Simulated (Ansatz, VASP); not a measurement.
One calculation of AlW3, two programs

```
Al W
1.0
     3.30407    0.00000    0.00000
     0.00000    3.30407    0.00000
     0.00000    0.00000    5.79655
Al W
1 3
Direct
  0.00000 0.00000 0.00000
  0.50000 0.50000 0.75620
  0.00000 0.00000 0.50000
  0.50000 0.50000 0.24380
```

Change from the starting cell: species swapped into the Tb3Mg type (P4/mmm, No. 123).

Alike in both runs: functional PBE; k mesh 14 × 14 × 8; occupations gaussian, width 0.1 eV; no spin polarisation.

Ansatz relaxed the structure, and its values are those at the end. VASP's run is a single point on that final structure, the one shown.

|  | VASP | Ansatz |
| --- | --- | --- |
| version | VASP 6.6.1 | Ansatz 0.2.0 |
| potentials or method | VASP PAW PBE potentials, release 64 (Al, W_sv), cutoff 520 eV | scalar-relativistic, plane waves, PAW |
| valence electrons in the cell | 45 | 45 |

VASP gave:

| Quantity | Value |
| --- | --- |
| gap on the k mesh at the Fermi level (eV) | none |
| pressure (GPa) | 0.3 |
| rms of the force components (eV/Å) | 0.008 |

Question: What did Ansatz give for the same quantities?

Answer: gap on the k mesh at the Fermi level (eV): none; pressure (GPa): 0.0; rms of the force components (eV/Å): 0.000.

A gap of «none» marks a metal or a gap that the smearing closes. With one functional, cell and mesh, what is left measures potentials, basis and numerics.

Neither program's run includes spin-orbit coupling.
